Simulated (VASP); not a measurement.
Runs of VASP 6.6.1 on BN. Symmetry: Pm-3m, No. 221, cubic system. Conventional cell: a = 2.315 Å, b = 2.315 Å, c = 2.315 Å, α = 90.00°, β = 90.00°, γ = 90.00°. B (site symmetry m-3m) has 8 N at 2.00 Å and 6 B at 2.31 Å within 2.7 Å. Within 2.7 Å of N (site symmetry m-3m) lie 8 B at 2.00 Å and 6 N at 2.31 Å. 

```csv
level,k mesh,smearing,grid for exact exchange (PRECFOCK),screening parameter,gap on the mesh (eV),pressure (GPa)
r2SCAN,8 × 8 × 8,fermi-dirac 0.02 eV,-,-,none,(a)
PBE,"8 × 8 × 8, shifted",fermi-dirac 0.02 eV,-,-,none,2.4
HSE06,6 × 6 × 6,fermi-dirac 0.02 eV,Normal,0.2079 1/Å,none,-7.1
PBE,8 × 8 × 8,methfessel-paxton 0.5 eV,-,-,none,1.6
PBE,3 × 3 × 3,fermi-dirac 0.02 eV,-,-,0.02,(b)
```

Alike in all rows: task single point; potentials or basis VASP PAW PBE potentials, release 64 (B, N); no spin polarisation; cell as given; cutoff (eV) 520.

Task: Estimate the missing entries.

Result: (a) -0.8; (b) 12.3.

Caveats: some runs use coarse meshes; the PAW data sets were made with another functional, which shifts forces and pressure a little (some runs).

A k mesh can miss the band edges.

A gap of «none» marks levels without a gap at the run's occupations.
